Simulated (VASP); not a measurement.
Crystal: TaSi2.

```
Ta Si
1.0
     4.33113    0.00000    0.00000
    -2.16556    3.75087    0.00000
     0.00000    0.00000    2.70863
Ta Si
1 2
Direct
  0.00000 0.00000 0.50000
  0.33333 0.66667 0.00000
  0.66667 0.33333 0.00000
```

```yaml
Program: VASP 6.6.1
Task: relaxation of cell and atoms
Functional: PBE
Potentials_or_basis: VASP PAW PBE potentials, release 64 (Ta_pv, Si)
Cutoff: 600 eV
k_mesh: 6 × 6 × 6
Occupations: gaussian, width 0.1 eV
Spin: no spin polarisation
```

At the start: pressure 1.4 GPa; volume 14.67 Å³/atom.

Where does the relaxation end?

Over 5 steps the energy falls by 9.6 meV/atom and the volume is 14.93 Å³/atom (+1.8 %); space group P6/mmm (No. 191, to 0.05 Å).

The path:
| step | energy change (eV) | largest force (eV/Å) | pressure (GPa) | volume (Å³) |
| --- | --- | --- | --- | --- |
| 1 | 0.0000 | 0.0000 | 1.41 | 44.00 |
| 2 | -0.0220 | 0.0000 | -1.06 | 44.82 |
| 3 | -0.0241 | 0.0000 | -1.77 | 45.08 |
| 4 | -0.0244 | 0.0000 | 1.42 | 44.46 |
| 5 | -0.0289 | 0.0000 | -0.23 | 44.78 |

Final structure:
```
Ta Si
1.0
     4.41784    0.00000    0.00000
    -2.20892    3.82596    0.00000
     0.00000    0.00000    2.64908
Ta Si
1 2
Direct
  0.00000 0.00000 0.50000
  0.33333 0.66667 0.00000
  0.66667 0.33333 0.00000
```

Caveat: the k points lie up to 0.40 Å⁻¹ apart in the final cell.
